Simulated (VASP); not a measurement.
# CoO in VASP: settings compared, part 2 of 2

VASP 6.6.1. Earlier steps stand in the parts before.

## Step 4: Relaxation of cell and atoms, PBE+U, collinear spin, ferromagnetic start

INCAR

```
SYSTEM = CoO
ALGO     = Normal         ! electronic algorithm
EDIFF    = 1E-6           ! SCF threshold, eV
EDIFFG   = -0.01          ! ionic threshold
ENCUT    = 600            ! plane-wave cutoff, eV
GGA      = PE             ! functional
IBRION   = 2              ! ionic algorithm
ISIF     = 3              ! what is computed and relaxed
ISMEAR   = -1             ! smearing method
ISPIN    = 2              ! spin polarisation
LASPH    = .TRUE.         ! aspherical terms in the spheres
LCHARG   = .FALSE.        ! write CHGCAR
LDAU     = .TRUE.         ! DFT+U
LDAUJ    = 0 0          
LDAUL    = 2 -1           ! shell
LDAUPRINT= 1            
LDAUTYPE = 2            
LDAUU    = 4 0            ! U, eV
LMAXMIX  = 4              ! l up to which the mixer works
LORBIT   = 11             ! projections on sites
LREAL    = .FALSE.        ! projectors in reciprocal space
LWAVE    = .FALSE.        ! write WAVECAR
MAGMOM   = 2 0            ! initial moments
NELM     = 150            ! most SCF steps
NSW      = 60             ! ionic steps
PREC     = Accurate       ! precision mode
SIGMA    = 0.05           ! smearing width, eV
```

KPOINTS

```
k-points
0
G
  12 12 12
  0 0 0
```

POSCAR

```
CoO
1.0
   -1.5080004400      1.5080004400      2.1072503600
    1.5080004400     -1.5080004400      2.1072503600
    1.5080004400      1.5080004400     -2.1072503600
Co O
1 1
Direct
    0.0000000000      0.0000000000      0.0000000000
    0.5000000000      0.5000000000      0.0000000000
```

Potentials or basis: VASP PAW PBE potentials, release 64 (Co, O).

Started as:

```console
> cat potpaw_PBE.64/Co/POTCAR potpaw_PBE.64/O/POTCAR > POTCAR
> mpirun -np 1 vasp_std > vasp.out
```

OUTCAR:

```text
SYSTEM = CoO
   EDIFF = 1E-6
   EDIFFG = -0.01
   ENCUT = 600
   GGA = PE
   IBRION = 2
   ISIF = 3
   ISMEAR = -1
   ISPIN = 2
   LASPH = .TRUE.
   LORBIT = 11
   LREAL = .FALSE.
   NELM = 150
   NSW = 60
   PREC = Accurate

 ion  position               nearest neighbor table
   1  0.000  0.000  0.000-   2 2.11   2 2.11   2 2.13   2 2.13   2 2.13   2 2.13
   2  0.500  0.500  0.000-   1 2.11   1 2.11   1 2.13   1 2.13   1 2.13   1 2.13

  LATTYP: Found a body centered tetragonal cell.
 ALAT       =     3.0160008800
 C/A-ratio  =     1.3973804676

  Lattice vectors:

 A1 = (  -1.5080004400,   1.5080004400,   2.1072503600)
 A2 = (   1.5080004400,  -1.5080004400,   2.1072503600)
 A3 = (   1.5080004400,   1.5080004400,  -2.1072503600)

Analysis of symmetry for initial positions (statically):
=====================================================================
 Subroutine PRICEL returns:
 Original cell was already a primitive cell.

 Routine SETGRP: Setting up the symmetry group for a
 body centered tetragonal supercell.

 Subroutine GETGRP returns: Found 16 space group operations
 (whereof 16 operations were pure point group operations)
 out of a pool of 16 trial point group operations.

The static configuration has the point symmetry D_4h.

Analysis of symmetry for dynamics (positions and initial velocities):
=====================================================================
 Subroutine PRICEL returns:
 Original cell was already a primitive cell.

 Routine SETGRP: Setting up the symmetry group for a
 body centered tetragonal supercell.

 Subroutine GETGRP returns: Found 16 space group operations
[... 355 lines left out ...]
  0.0000  0.0000  1.0242  0.0000 -0.0000
 -0.0000  0.0000  0.0000  0.9730  0.0000
 -0.0000  0.0000 -0.0000  0.0000  0.9668

spin component  2

  0.1020 -0.0000 -0.0000 -0.0000  0.0000
 -0.0000  0.4996 -0.0000 -0.0000 -0.0000
 -0.0000 -0.0000  0.1590 -0.0000  0.0000
 -0.0000 -0.0000 -0.0000  0.4996  0.0000
  0.0000 -0.0000  0.0000  0.0000  0.9594

 occupancies and eigenvectors

  o =  0.1020  v =  0.0000  0.0000  0.0000  0.0000  0.0000  1.0000  0.0000  0.0000  0.0000  0.0000      0.0000  0.0000  0.0000  0.0000  0.0000  0.0000  0.0000  0.0000  0.0000  0.0000
  o =  0.1590  v =  0.0000  0.0000  0.0000  0.0000  0.0000  0.0000 -0.0000  1.0000 -0.0000 -0.0000      0.0000  0.0000  0.0000  0.0000  0.0000  0.0000  0.0000  0.0000  0.0000  0.0000
  o =  0.4996  v =  0.0000  0.0000  0.0000  0.0000  0.0000  0.0000  0.9980  0.0000 -0.0629 -0.0000      0.0000  0.0000  0.0000  0.0000  0.0000  0.0000  0.0000  0.0000  0.0000  0.0000
  o =  0.4996  v =  0.0000  0.0000  0.0000  0.0000  0.0000  0.0000 -0.0629 -0.0000 -0.9980  0.0000      0.0000  0.0000  0.0000  0.0000  0.0000  0.0000  0.0000  0.0000  0.0000  0.0000
  o =  0.9594  v =  0.0000  0.0000  0.0000  0.0000  0.0000  0.0000  0.0000 -0.0000 -0.0000 -1.0000      0.0000  0.0000  0.0000  0.0000  0.0000  0.0000  0.0000  0.0000  0.0000  0.0000
  o =  0.9668  v =  0.0000 -0.0000  0.0000  0.0000 -1.0000  0.0000  0.0000  0.0000  0.0000  0.0000      0.0000  0.0000  0.0000  0.0000  0.0000  0.0000  0.0000  0.0000  0.0000  0.0000
  o =  0.9730  v =  0.0000 -0.5946  0.0000  0.8040  0.0000  0.0000  0.0000  0.0000  0.0000  0.0000      0.0000  0.0000  0.0000  0.0000  0.0000  0.0000  0.0000  0.0000  0.0000  0.0000
  o =  0.9730  v =  0.0000  0.8040 -0.0000  0.5946 -0.0000  0.0000  0.0000  0.0000  0.0000  0.0000      0.0000  0.0000  0.0000  0.0000  0.0000  0.0000  0.0000  0.0000  0.0000  0.0000
  o =  1.0066  v =  1.0000  0.0000  0.0000  0.0000  0.0000  0.0000  0.0000  0.0000  0.0000  0.0000      0.0000  0.0000  0.0000  0.0000  0.0000  0.0000  0.0000  0.0000  0.0000  0.0000
  o =  1.0242  v =  0.0000  0.0000  1.0000 -0.0000  0.0000  0.0000  0.0000  0.0000  0.0000  0.0000      0.0000  0.0000  0.0000  0.0000  0.0000  0.0000  0.0000  0.0000  0.0000  0.0000

--------------------------------------- Ionic step        6  -------------------------------------------

 number of electron      15.0000004 magnetization       2.9999998

 Free energy of the ion-electron system (eV)
  ---------------------------------------------------
  ext. energy  EPLUGINS =         0.00000000
  ---------------------------------------------------
  free energy    TOTEN  =       -11.23775505 eV

  energy without entropy =      -11.22014496  energy(sigma->0) =      -11.22895001

 E-fermi :   7.7869     XC(G=0): -12.3735

 val. band max:        7.7851724732   @ k =   0.2500   0.2500   0.1667
 cond. band min:       7.7899212866   @ k =   0.3333   0.1667   0.1667
 fundamental gap:      0.0047488134
 Fermi energy:         7.7868814830

 spin component 1

 k-point     1 :       0.0000    0.0000    0.0000
  band No.  band energies     occupation
      1     -12.0995      1.00000
      2       2.1531      1.00000
      3       2.4591      1.00000
      4       2.4676      1.00000
      5       2.4676      1.00000
      6       3.5318      1.00000
      7       4.8315      1.00000
      8       5.1221      1.00000
      9       5.1221      1.00000
     10       9.0469      0.00000
     11      24.7514      0.00000
     12      24.7514      0.00000
[... 738 lines left out ...]
  FREE ENERGIE OF THE ION-ELECTRON SYSTEM (eV)
  ---------------------------------------------------
  free  energy   TOTEN  =       -11.2377550508 eV

  energy  without entropy=      -11.2201449624  energy(sigma->0) =      -11.22895001

 reached required accuracy - stopping structural energy minimisation

 total charge

# of ion       s       p       d       tot
------------------------------------------
    1        0.305   0.373   7.139   7.817
    2        1.548   3.462   0.000   5.010
--------------------------------------------------
tot          1.853   3.835   7.139  12.827

 magnetization (x)

# of ion       s       p       d       tot
------------------------------------------
    1        0.022   0.018   2.722   2.762
    2        0.022   0.209   0.000   0.231
--------------------------------------------------
tot          0.044   0.227   2.722   2.993
```

CONTCAR:

```text
CoO
   1.00000000000000
    -1.5420087237289304    1.5420087237289304    2.0316937135110189
     1.5420087237289304   -1.5420087237289304    2.0316937135110189
     1.5420087237289304    1.5420087237289304   -2.0316937135110189
  Co              O
     1     1
Direct
     0.0000000000000000    1.0000000000000000    1.0000000000000000
     0.5000000000000000    0.5000000000000000    0.0000000000000000

  0.00000000E+00  0.00000000E+00  0.00000000E+00
  0.00000000E+00  0.00000000E+00  0.00000000E+00
```

It took 8.1 min on 1 thread of Oxide Virtual Turin-like, shared host; peak memory 0.18 GiB.

Results:

- Free energy: -11.2378 eV
- Relaxed volume: 9.66 Å³/atom
- Relaxed cell: a = 2.980 Å, b = 2.980 Å, c = 2.980 Å, α = 117.69°, β = 117.69°, γ = 94.05°
- Space group after relaxing (to 0.1 Å): I4/mmm (No. 139)
- Energy gained by relaxing: 9.5 meV/atom
- Ionic steps: 6
- Pressure after relaxing: 0.0 GPa
- Band gap on the k mesh: zero (filled and empty bands overlap)
- Net moment: 3.00 μB per cell
- Site moments: Co +2.76; O +0.23 μB
- Valence electrons inside the program's atomic spheres: Co 7.82; O 5.01

Stress tensor (GPa, compression positive):
```
 0.03  0.00  0.00
 0.00  0.03  0.00
 0.00  0.00 -0.15
```

The path:
| step | energy change (eV) | largest force (eV/Å) | pressure (GPa) | volume (Å³) |
| --- | --- | --- | --- | --- |
| 1 | 0.0000 | 0.0000 | 0.12 | 19.17 |
| 2 | -0.0115 | 0.0000 | 0.16 | 19.18 |
| 3 | -0.0185 | 0.0000 | 1.04 | 19.20 |
| 4 | -0.0185 | 0.0000 | 1.08 | 19.20 |
| 5 | -0.0186 | 0.0000 | -1.08 | 19.43 |
| 6 | -0.0190 | 0.0000 | -0.03 | 19.32 |

Final structure:
```
Co O
1.0
    -1.54201    1.54201    2.03169
     1.54201   -1.54201    2.03169
     1.54201    1.54201   -2.03169
Co O
1 1
Cartesian
  3.0840 0.0000 0.0000
  0.0000 0.0000 2.0317
```

Eigenvalues of the final occupation matrices:
```tsv
site	spin	trace	eigenvalues
site 1 d	1	4.94	0.97 0.97 0.97 1.01 1.02
site 1 d	2	2.22	0.10 0.16 0.50 0.50 0.96
```

Caveat: a cell with one magnetic atom can't hold antiferromagnetic order, which such compounds often take. PBE usually gives volumes a little too large and moduli too small.

## Step 5: Single point, PBE+U, collinear spin, ferromagnetic start

This run uses another cell than the first one, of 9.92 Å³/atom.

INCAR

```
SYSTEM = CoO
PREC = Accurate ; ENCUT = 520
EDIFF = 1E-7 ; ISMEAR = -1
SIGMA = 0.05 ; LREAL = .FALSE.
LASPH = .TRUE. ; NELM = 150
ALGO = Normal ; ISIF = 2
LWAVE = .FALSE. ; LCHARG = .TRUE.
ISPIN = 2 ; MAGMOM = 2 0
LORBIT = 11 ; LMAXMIX = 4
LDAU = .TRUE. ; LDAUTYPE = 2
LDAUL = 2 -1 ; LDAUU = 1 0
LDAUJ = 0 0 ; LDAUPRINT = 1
GGA = PE ; LELF = .TRUE.
LVHAR = .TRUE. ; NBANDS = 18
```

KPOINTS

```
Automatic mesh
0
G
  12 12 12
  0 0 0
```

POSCAR

```
CoO
1.0
   -1.5249549319      1.5009178445      2.1404818330
    1.5249549319     -1.5254580186      2.1580433881
    1.5249549319      1.5254580186     -2.1580433881
Co O
1 1
Direct
    0.0000000000      0.0000000000      0.0000000000
    0.5000000000      0.5000000000      0.0000000000
```

Started as:

```console
> cat potpaw_PBE.64/Co/POTCAR potpaw_PBE.64/O/POTCAR > POTCAR
> mpirun -np 1 vasp_std > vasp.out
```

Wall time 19 min (1 thread of Oxide Virtual Turin-like, shared host); peak memory 0.33 GiB.

Results (log left out):

```yaml
Free_energy: -12.4949 eV
Pressure: -5.8 GPa
Band_gap_on_the_k_mesh: zero (filled and empty bands overlap)
Net_moment: 2.99 μB per cell
Site_moments: Co +2.65; O +0.30 μB
Valence_electrons_inside_the_program's_atomic_spheres: Co 7.75; O 4.97
```

Stress tensor (GPa, compression positive):
```
-5.78  0.00  0.00
 0.00 -5.81 -0.02
 0.00 -0.02 -5.88
```

Levels at points of the mesh, in eV from the Fermi level:
Spin up:
| k point | band 6 | band 7 | band 8 | band 9 | band 10 | band 11 | band 12 | band 13 |
| --- | --- | --- | --- | --- | --- | --- | --- | --- |
| (0.00, 0.00, 0.00) | -3.37 | -2.79 | -2.79 | -2.71 | 1.06 | 16.96 | 17.74 | 17.75 |
| (0.50, 0.00, 0.00) | -2.71 | -2.08 | -0.05 | -0.04 | 5.13 | 9.42 | 13.26 | 13.27 |
| (0.00, 0.50, 0.00) | -2.74 | -2.09 | -0.07 | -0.05 | 5.23 | 9.24 | 13.41 | 13.56 |
| (0.50, 0.50, 0.00) | -3.35 | -2.87 | -2.47 | -2.45 | 5.84 | 9.88 | 11.51 | 15.56 |
| (0.00, 0.50, 0.50) | -2.74 | -2.09 | -0.07 | -0.05 | 5.23 | 9.24 | 13.42 | 13.56 |
| (0.50, 0.50, 0.50) | -3.35 | -2.87 | -2.47 | -2.45 | 5.84 | 9.87 | 11.52 | 15.57 |
Spin down:
```csv
k point,band 2,band 3,band 4,band 5,band 6,band 7,band 8,band 9,band 10,band 11
"(0.00, 0.00, 0.00)",-2.24,-2.24,-2.15,-1.07,-1.07,-1.00,0.59,0.59,1.60,16.85
"(0.50, 0.00, 0.00)",-7.11,-4.19,-4.19,-0.10,-0.10,0.23,3.07,3.08,5.41,10.23
"(0.00, 0.50, 0.00)",-7.16,-4.17,-4.09,-0.13,-0.09,0.18,3.04,3.06,5.50,10.04
"(0.50, 0.50, 0.00)",-5.95,-3.48,-3.39,-2.09,0.09,0.11,1.04,1.44,6.73,10.33
"(0.00, 0.50, 0.50)",-7.16,-4.16,-4.09,-0.13,-0.09,0.18,3.04,3.06,5.50,10.04
"(0.50, 0.50, 0.50)",-5.95,-3.48,-3.39,-2.09,0.10,0.11,1.05,1.44,6.73,10.33
```

Eigenvalues of the final occupation matrices:
| site | spin | trace | eigenvalues |
| --- | --- | --- | --- |
| site 1 d | 1 | 4.88 | 0.96 0.96 0.96 1.00 1.00 |
| site 1 d | 2 | 2.26 | 0.17 0.17 0.63 0.65 0.65 |

Caveat: the cell stands under tension; a cell with one magnetic atom can't hold antiferromagnetic order, which such compounds often take. The state reached can hang on the start; a lower one may exist.

## Step 6: Single point, PBE+U, collinear spin, ferromagnetic start

This run uses another cell than the first one, of 10.17 Å³/atom.

INCAR

```
PREC     = Accurate       # precision mode
ENCUT    = 520            # plane-wave cutoff, eV
EDIFF    = 1E-6           # SCF threshold, eV
ISMEAR   = -1             # smearing method
SIGMA    = 0.05           # smearing width, eV
LREAL    = False          # projectors in reciprocal space
LASPH    = True           # aspherical terms in the spheres
NELM     = 150            # most SCF steps
ALGO     = Normal         # electronic algorithm
ISIF     = 2              # what is computed and relaxed
LWAVE    = False          # write WAVECAR
LCHARG   = False          # write CHGCAR
ISPIN    = 2              # spin polarisation
MAGMOM   = 2 0            # initial moments
LORBIT   = 11             # projections on sites
LMAXMIX  = 4              # l up to which the mixer works
LDAU     = True           # DFT+U
LDAUTYPE = 2            
LDAUL    = 2 -1           # shell
LDAUU    = 4 0            # U, eV
LDAUJ    = 0 0          
LDAUPRINT= 1            
GGA      = PE             # functional
NBANDS   = 18             # bands
```

KPOINTS

```
regular mesh
0
Gamma
  12 12 12
```

POSCAR

```
CoO
1.0
   -1.5388489146      1.5100040323      2.1564945000
    1.5388489146     -1.5393410019      2.1774887605
    1.5388489146      1.5393410019     -2.1774887605
Co O
1 1
Direct
    0.0000000000      0.0000000000      0.0000000000
    0.5000000000      0.5000000000      0.0000000000
```

Potentials or basis: VASP PAW PBE potentials, release 64 (Co, O).

Started as:

```console
> cat potpaw_PBE.64/Co/POTCAR potpaw_PBE.64/O/POTCAR > POTCAR
> mpirun -np 1 vasp_std > vasp.out
```

Run time: 17 min. Hardware: 1 thread of Oxide Virtual Turin-like, shared host; peak memory 0.34 GiB.

The run converged. Its results:

| Item | Value |
| --- | --- |
| Free energy | -11.1909 eV |
| Pressure | -8.1 GPa |
| Band gap on the k mesh | zero (filled and empty bands overlap) |
| Net moment | 3.00 μB per cell |
| Site moments | Co +2.75; O +0.23 μB |
| Valence electrons inside the program's atomic spheres | Co 7.73; O 4.98 |

Stress tensor (GPa, compression positive):
```
-8.04  0.00  0.00
 0.00 -8.19 -0.05
 0.00 -0.05 -8.13
```

Levels at points of the mesh, in eV from the Fermi level:
Spin up:
```tsv
k point	band 7	band 8	band 9	band 10	band 11	band 12
(0.00, 0.00, 0.00)	-2.54	-2.53	-2.42	0.99	16.68	16.68
(0.50, 0.00, 0.00)	-2.81	-0.64	-0.64	5.13	9.26	13.02
(0.00, 0.50, 0.00)	-3.30	-0.67	-0.62	5.21	9.06	13.23
(0.50, 0.50, 0.00)	-3.73	-3.64	-3.61	5.66	9.84	10.75
(0.00, 0.50, 0.50)	-3.30	-0.67	-0.62	5.21	9.05	13.24
(0.50, 0.50, 0.50)	-3.73	-3.64	-3.62	5.66	9.83	10.75
```
Spin down:
```tsv
k point	band 2	band 3	band 4	band 5	band 6	band 7	band 8	band 9	band 10	band 11
(0.00, 0.00, 0.00)	-2.80	-2.09	-2.09	-1.99	-0.84	-0.84	1.52	1.83	1.83	16.78
(0.50, 0.00, 0.00)	-7.14	-3.88	-3.88	-1.40	0.42	0.42	3.88	3.88	5.41	9.99
(0.00, 0.50, 0.00)	-6.90	-3.90	-3.56	-1.72	-0.04	0.49	3.88	3.99	5.48	9.87
(0.50, 0.50, 0.00)	-5.72	-3.31	-3.20	-2.91	-0.63	0.21	2.38	2.54	6.65	10.23
(0.00, 0.50, 0.50)	-6.90	-3.90	-3.56	-1.71	-0.04	0.49	3.88	3.99	5.49	9.87
(0.50, 0.50, 0.50)	-5.72	-3.30	-3.20	-2.91	-0.64	0.21	2.38	2.54	6.65	10.23
```

Eigenvalues of the final occupation matrices:
| site | spin | trace | eigenvalues |
| --- | --- | --- | --- |
| site 1 d | 1 | 4.93 | 0.97 0.97 0.97 1.01 1.01 |
| site 1 d | 2 | 2.21 | 0.11 0.11 0.51 0.51 0.96 |

Caveat: the cell stands under tension; a cell with one magnetic atom can't hold antiferromagnetic order, which such compounds often take. The state reached can hang on the start; a lower one may exist.

## Step 7: Overview

| task | level | U | cell | cutoff (eV) | gap on the mesh (eV) | pressure (GPa) | moment (μB) |
| --- | --- | --- | --- | --- | --- | --- | --- |
| single point | PBE+U | Co d U = 7.0 eV | a = 2.998 Å, angles 119.6, 119.6, 90.7°, 2 atoms | 520 | none | -1.2 | 3.00 |
| single point | PBEsol+U | Co d U = 3.5 eV | a = 2.998 Å, angles 119.6, 119.6, 90.7°, 2 atoms | 520 | none | -8.8 | 3.00 |
| relaxation of cell and atoms | PBE+U | Co d U = 4.0 eV | relaxed from a = 2.998 Å, angles 119.6, 119.6, 90.7°, 2 atoms | 600 | none | 0.0 | 3.00 |
| single point | PBE+U | Co d U = 1.0 eV | a = 3.027, b = 3.051, c = 3.051 Å, angles 120.0, 120.3, 90.0°, 2 atoms | 520 | none | -5.8 | 2.99 |
| single point | PBE+U | Co d U = 4.0 eV | a = 3.049, b = 3.079, c = 3.079 Å, angles 120.0, 120.3, 90.0°, 2 atoms | 520 | none | -8.1 | 3.00 |

Alike in all rows: potentials or basis VASP PAW PBE potentials, release 64 (Co, O); spin collinear, ferromagnetic start; k mesh 12 × 12 × 12; smearing fermi-dirac 0.05 eV.

Caveats: a cell with one magnetic atom can't hold antiferromagnetic order, which such compounds often take; the cell stands under tension (at least some runs); the stress differs along the axes, from -6 to 1 GPa (at least some runs); the stress differs along the axes, from -14 to -6 GPa (at least some runs); the PAW data sets were made with another functional, which shifts forces and pressure a little (at least some runs).

Absolute energies hang on the potentials; compare differences alone.
